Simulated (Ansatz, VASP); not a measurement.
## One calculation of BAs, two programs

File INCAR:

```
ALGO = Normal
EDIFF = 1E-6
ENCUT = 500
GGA = PS
GGA_COMPAT = False
ISIF = 2
ISMEAR = 0
LASPH = True
LCHARG = True
LELF = True
LREAL = False
LVHAR = True
LWAVE = False
NBANDS = 11
NELM = 120
PREC = Accurate
SIGMA = 0.05
```

KPOINTS

```
k-points
0
Gamma
  6 6 6
```

The input POSCAR:

```
BAs
1.0
    0.0000000000      2.3918676038      2.3918676038
    2.3918676038      0.0000000000      2.3918676038
    2.3918676038      2.3918676038      0.0000000000
B As
1 1
Direct
    0.0000000000      0.0000000000      0.0000000000
    0.2500000000      0.2500000000      0.2500000000
```

Input for Ansatz:

```yaml
crystal:
  lattice:
    - [0.0, 2.3918676038, 2.3918676038]
    - [2.3918676038, 0.0, 2.3918676038]
    - [2.3918676038, 2.3918676038, 0.0]
  atoms:
    - { symbol: B, position: [0.0, 0.0, 0.0] }
    - { symbol: As, position: [0.25, 0.25, 0.25] }
kpoints:
  mp_grid: { grid: [6, 6, 6] }
hamiltonian:
  xc: pbesol
scf:
  occupations: { method: gaussian, width: 0.05 }
  n_extra_bands: 4
output:
  forces: true
  stress: true
  eigenvalues: true
```

Alike in both runs: task single point; functional PBEsol; k mesh 6 × 6 × 6; occupations gaussian, width 0.05 eV; no spin polarisation.

|  | VASP | Ansatz |
| --- | --- | --- |
| version | VASP 6.6.1 | Ansatz 0.2.0 |
| potentials or method | VASP PAW PBE potentials, release 64 (B, As) | plane waves |
| plane-wave cutoff (eV) | 500 | 420 |
| valence electrons in the cell | 8 | 18 |

Ansatz gave:

```
gap on the k mesh at the Fermi level (eV) : 1.19
pressure (GPa)                            : -1.3
```

Question: Estimate VASP's values.

Answer: gap on the k mesh at the Fermi level (eV): 1.18; pressure (GPa): -0.5.

VASP's potentials were made for PBE, not for PBEsol. With one functional, cell and mesh, what is left measures potentials, basis and numerics. VASP's potentials hold 8 valence electrons a cell and Ansatz's 18, so a difference there can come from the potentials and not from the codes.
